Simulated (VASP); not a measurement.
## KTaO3: single point with PBEsol

Crystal: KTaO3.

```
Ta K O
1.0
     3.98539    0.00000    0.00000
     0.00000    3.98539    0.00000
     0.00000    0.00000    3.98539
Ta K O
1 1 3
Direct
  0.00000 0.00000 0.00000
  0.50000 0.50000 0.50000
  0.00000 0.00000 0.50000
  0.00000 0.50000 0.00000
  0.50000 0.00000 0.00000
```

```yaml
Program: VASP 6.6.1
Task: single point
Functional: PBEsol
Potentials_or_basis: VASP PAW PBE potentials, release 64 (Ta_pv, K_sv, O)
Cutoff: 520 eV
k_mesh: 7 × 7 × 7
Occupations: fermi-dirac, width 0.05 eV
Spin: no spin polarisation
Dipole_correction: no
Further_INCAR_settings: ALGO = Normal; EDIFF = 1e-07; NBANDS = 27
```

```yaml
Pressure: 0.7 GPa
Band_gap_on_the_k_mesh: 2.15 eV, indirect (least direct gap 2.71 eV)
```

Levels at points of the mesh, in eV from the valence-band top:
| k point | band 15 | band 16 | band 17 | band 18 | band 19 | band 20 | band 21 | band 22 | band 23 | band 24 |
| --- | --- | --- | --- | --- | --- | --- | --- | --- | --- | --- |
| (0.00, 0.00, 0.00) | -1.02 | -1.02 | -0.56 | -0.56 | -0.56 | 2.15 | 2.15 | 2.15 | 6.52 | 6.84 |

It took 29 s on 1 thread of Intel Xeon 6975P-C, on a shared host, peak memory 0.19 GiB.

Caveat: the PAW data sets were made with another functional, which shifts forces and pressure a little; spin-orbit coupling is left out, which moves the levels of the heavy elements. PBEsol gaps usually lie below the measured ones, often by a third to a half.
